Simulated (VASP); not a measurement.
MoW14 (a cell with a defect): single point with PBE

The system is MoW14 (a cell with a defect).

```
CELL_PARAMETERS angstrom
6.32000 0.00000 0.00000
0.00000 6.32000 0.00000
0.00000 0.00000 6.32000
ATOMIC_POSITIONS crystal
W 0.00425 0.00431 0.00431
W 0.49981 0.00388 0.00388
W 0.00382 0.49987 0.00388
W 0.00382 0.00388 0.49986
W 0.50292 0.50298 0.99570
W 0.50292 0.99570 0.50297
W 0.75579 0.24550 0.24550
W 0.99564 0.50298 0.50297
W 0.24545 0.75585 0.24550
W 0.24544 0.24550 0.75585
W 0.74830 0.74836 0.24993
W 0.74830 0.24994 0.74835
W 0.24988 0.74835 0.74835
W 0.74698 0.74704 0.74704
Mo 0.45277 0.45282 0.45282
```

```yaml
Program: VASP 6.6.1
Task: single point
Functional: PBE
Potentials_or_basis: VASP PAW PBE potentials, release 64 (W_sv, Mo_sv)
Cutoff: 520 eV
k_mesh: 3 × 3 × 3
Occupations: gaussian, width 0.1 eV
Spin: no spin polarisation
```

The pressure is -0.2 GPa and the largest force is 2.039 eV/Å. The band gap on the k mesh is zero (band 105 reaches 10.43 eV, above the bottom of band 106 at 10.22 eV).

Forces on the atoms (eV/Å):
```
W    0.015  0.015  0.015
W   -0.057 -0.131 -0.131
W   -0.131 -0.057 -0.131
W   -0.131 -0.131 -0.057
W   -0.087 -0.087 -0.074
W   -0.087 -0.074 -0.087
W   -0.192 -0.065 -0.065
W   -0.074 -0.087 -0.087
W   -0.065 -0.192 -0.065
W   -0.065 -0.065 -0.192
W   -0.084 -0.084 -0.084
W   -0.084 -0.084 -0.084
W   -0.084 -0.084 -0.084
W   -0.049 -0.049 -0.049
Mo   1.177  1.177  1.177
```

Stress tensor (GPa, compression positive):
```
-0.17 -1.50 -1.50
-1.50 -0.17 -1.50
-1.50 -1.50 -0.17
```

Levels at points of the mesh, in eV from the Fermi level:
```tsv
k point	band 102	band 103	band 104	band 105	band 106	band 107	band 108	band 109
(0.00, 0.00, 0.00)	-0.16	-0.02	0.00	0.00	0.84	0.84	1.12	1.18
```

Run time: 2.7 min on 1 thread of Intel(R) Xeon(R) 6975P-C (Granite Rapids), on a shared host, peak memory 0.38 GiB.

Caveat: spin-orbit coupling is left out, which moves the levels of the heavy elements.
